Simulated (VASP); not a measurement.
Here is a VASP 6.6.1 calculation.

File INCAR:

```
PREC     = Accurate       # precision mode
ENCUT    = 600            # plane-wave cutoff, eV
EDIFF    = 1E-6           # SCF threshold, eV
ISMEAR   = 0              # smearing method
SIGMA    = 0.1            # smearing width, eV
LREAL    = False          # projectors in reciprocal space
LASPH    = True           # aspherical terms in the spheres
NELM     = 60             # most SCF steps
ALGO     = Normal         # electronic algorithm
ISIF     = 3              # what is computed and relaxed
LWAVE    = False          # write WAVECAR
LCHARG   = False          # write CHGCAR
GGA      = PE             # functional
IBRION   = 2              # ionic algorithm
NSW      = 90             # ionic steps
EDIFFG   = -0.04          # ionic threshold
```

KPOINTS

```
Automatic mesh
0
Gamma
  6 6 6
```

The input POSCAR:

```
Cd
1.0
    2.9327395038      0.0000000000      0.0000000000
    0.0000000000      2.9327395038      0.0000000000
    0.0000000000      0.0000000000      3.1755412435
Cd
1
Direct
    0.5000000000      0.5000000000      0.5000000000
```

Potentials or basis: VASP PAW PBE potentials, release 64 (Cd).

Launch:

```bash
$ cat potpaw_PBE.64/Cd/POTCAR > POTCAR
$ mpirun -np 1 vasp_std > vasp.out
```

Task: Predict the relaxed cell.

Result: a = 3.018 Å, b = 3.018 Å, c = 3.016 Å, α = 90.00°, β = 90.00°, γ = 90.00°.

Task: What does it give for the space group after relaxing (to 0.05 Å)?

Result: Pm-3m (No. 221).

Task: What does it give for the relaxed volume?

Result: 27.48 Å³/atom.

Final structure:
```yaml
crystal:
  lattice:
    - [3.01825, 0.00000, 0.00000]
    - [0.00000, 3.01825, 0.00000]
    - [0.00000, 0.00000, 3.01614]
  atoms:
    - { symbol: Cd, position: [0.50000, 0.50000, 0.50000] }
```
